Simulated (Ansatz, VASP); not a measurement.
## BeS in VASP and in Ansatz

The input INCAR:

```
PREC     = Accurate       # precision mode
ENCUT    = 600            # plane-wave cutoff, eV
EDIFF    = 1E-6           # SCF threshold, eV
ISMEAR   = 0              # smearing method
SIGMA    = 0.02           # smearing width, eV
LREAL    = F              # projectors in reciprocal space
LASPH    = T              # aspherical terms in the spheres
NELM     = 120            # most SCF steps
ALGO     = Normal         # electronic algorithm
ISIF     = 2              # what is computed and relaxed
LWAVE    = F              # write WAVECAR
LCHARG   = F              # write CHGCAR
GGA      = CA             # functional
NBANDS   = 11             # bands
GGA_COMPAT= F
```

KPOINTS

```
regular mesh
0
Gamma
  8 8 8
```

The input POSCAR:

```
BeS
1.0
    0.0000000000      2.3980339685      2.3980339685
    2.3980339685      0.0000000000      2.3980339685
    2.3980339685      2.3980339685      0.0000000000
Be S
1 1
Direct
    0.0000000000      0.0000000000      0.0000000000
    0.2500000000      0.2500000000      0.2500000000
```

Input for Ansatz:

```yaml
crystal:
  lattice:
    - [0.0, 2.3980339669, 2.3980339669]
    - [2.3980339669, 0.0, 2.3980339669]
    - [2.3980339669, 2.3980339669, 0.0]
  atoms:
    - { symbol: Be, position: [0.0, 0.0, 0.0] }
    - { symbol: S, position: [0.25, 0.25, 0.25] }
basis:
  ecutwfc: 420
kpoints:
  mp_grid: { grid: [8, 8, 8] }
  band_path:
    path:
      - [[0.0, 0.0, 0.0], [-0.5, -0.5, 0.0], [-0.375, -0.375, 0.25]]
      - [[-0.375, 0.0, 0.375], [0.0, 0.0, 0.0], [0.0, 0.0, 0.5], [-0.5, -0.25, 0.25], [-0.5, -0.5, 0.0]]
    npoints: 10
hamiltonian:
  xc: lda
  pseudopotentials: { kind: paw, azcp: { folder: soft_1 } }
scf:
  occupations: { method: gaussian, width: 0.02 }
  n_extra_bands: 7
output:
  forces: true
  stress: true
  eigenvalues: true
```

Alike in both runs: task single point; functional LDA; k mesh 8 × 8 × 8; occupations gaussian, width 0.02 eV; no spin polarisation.

|  | VASP | Ansatz |
| --- | --- | --- |
| version | VASP 6.6.1 | Ansatz 0.2.0 |
| potentials or method | VASP PAW LDA potentials, release 64 (Be, S), cutoff 600 eV | scalar-relativistic, plane waves, PAW |
| valence electrons in the cell | 8 | 8 |

VASP gave:

```
gap on the k mesh at the Fermi level (eV) : 2.83
least direct gap on the mesh (eV)         : 5.53
pressure (GPa)                            : 0.1
```

Task: What did Ansatz give for the same quantities?

Result: gap on the k mesh at the Fermi level (eV): 2.83; least direct gap on the mesh (eV): 5.50; pressure (GPa): 0.0.

Ansatz warns that its potentials were made for another functional, while VASP's fit it. LDA's correlation is that of Perdew and Zunger in VASP and of Perdew and Wang (1992) in Ansatz.
